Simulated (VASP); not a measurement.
Write the native input for VASP 6.6.1 that does the following.

```
Task                               : single point
Functional                         : r2SCANh
Potentials or basis                : VASP PAW PBE potentials, release 64 (Si)
Cutoff                             : 440 eV
k mesh                             : 4 × 4 × 4
Occupations                        : gaussian, width 0.01 eV
Spin                               : no spin polarisation
Dipole correction                  : no
Grid for exact exchange (PRECFOCK) : Normal
Further INCAR settings             : ALGO = Normal; EDIFF = 1e-06; NBANDS = 11
Share of exact exchange            : 0.1
```

The system is Si.

```
Si
1.0
     0.00000    2.71356    2.71356
     2.71356    0.00000    2.71356
     2.71356    2.71356    0.00000
Si
2
Cartesian
  4.0703 4.0703 4.0703
  2.7136 2.7136 2.7136
```

One way to write it, as run:

POSCAR

```
Si
1.0
    0.0000000000      2.7135600000      2.7135600000
    2.7135600000      0.0000000000      2.7135600000
    2.7135600000      2.7135600000      0.0000000000
Si
2
Direct
    0.7500000000      0.7500000000      0.7500000000
    0.5000000000      0.5000000000      0.5000000000
```

INCAR.step1

```
  PREC = Accurate
  ENCUT = 440
  EDIFF = 1E-5
  ISMEAR = 0
  SIGMA = 0.01
  LREAL = False
  LASPH = True
  NELM = 120
  ALGO = Normal
  ISIF = 2
  LWAVE = True
  LCHARG = False
  NBANDS = 11
  GGA = PE
  GGA_COMPAT = False
```

INCAR.step2

```
  PREC = Accurate
  ENCUT = 440
  EDIFF = 1E-6
  ISMEAR = 0
  SIGMA = 0.01
  LREAL = False
  LASPH = True
  NELM = 120
  ALGO = Normal
  ISIF = 2
  LWAVE = False
  LCHARG = False
  METAGGA = R2SCAN
  LHFCALC = True
  AEXX = 0.1
  LMIXTAU = True
  PRECFOCK = Normal
  NBANDS = 11
  ISTART = 1
  GGA_COMPAT = False
```

KPOINTS

```
Automatic mesh
0
Gamma
  4 4 4
```

Potentials or basis: VASP PAW PBE potentials, release 64 (Si).

Command:

```console
$ cat potpaw_PBE.64/Si/POTCAR > POTCAR
$ cp INCAR.step1 INCAR
$ mpirun -np 1 vasp_std > vasp.out
$ cp INCAR.step2 INCAR
$ mpirun -np 1 vasp_std > vasp.out
```

Results of the run:

| Quantity | Value |
| --- | --- |
| Pressure | 0.8 GPa |
| Band gap on the k mesh | 1.39 eV (least direct gap 3.31 eV) |

Caveat: the k points lie up to 0.50 Å⁻¹ apart; the PAW data sets were made with another functional, which shifts forces and pressure a little.

Wall time 3.4 min on 1 thread of Intel Xeon 8259CL, on a shared host, peak memory 0.16 GiB.
